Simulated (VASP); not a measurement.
Wanted: the native input for a VASP 6.6.1 run.

```yaml
Task: single point
Functional: PBEsol
Potentials_or_basis: VASP PAW PBE potentials, release 64 (Sb)
Cutoff: 520 eV
k_mesh: 19 × 19 × 19
Occupations: fermi-dirac, width 0.05 eV
Spin: no spin polarisation
Dipole_correction: no
Further_INCAR_settings: ALGO = Normal; EDIFF = 1e-06; NBANDS = 8
```

The structure of Sb lies in POSCAR:

```
Sb
1.0
   -1.5050000000      1.5050000000      2.5048000000
    1.5050000000     -1.5050000000      2.5048000000
    1.5050000000      1.5050000000     -2.5048000000
Sb
1
Direct
    0.0000000000      0.0000000000      0.0000000000
```

This cell differs from its parent crystal: zz strain of +1 %.

The input as run:

INCAR

```
ALGO = Normal
EDIFF = 1E-6
ENCUT = 520
GGA = PS
ISIF = 2
ISMEAR = -1
LASPH = True
LCHARG = False
LREAL = False
LWAVE = False
NBANDS = 8
NELM = 100
PREC = Accurate
SIGMA = 0.05
```

KPOINTS

```
k-points
0
Gamma
  19 19 19
```

Potentials or basis: VASP PAW PBE potentials, release 64 (Sb).

Command:

```sh
$ cat potpaw_PBE.64/Sb/POTCAR > POTCAR
$ mpirun -np 1 vasp_std > vasp.out
```

It gave:

- Pressure: 14.2 GPa

Caveat: the cell differs from its parent crystal (zz strain of +1 %); the PAW data sets were made with another functional, which shifts forces and pressure a little.

Wall time 19 s on 1 thread of Intel(R) Xeon(R) 6975P-C (Granite Rapids), on a shared host, peak memory 0.21 GiB.
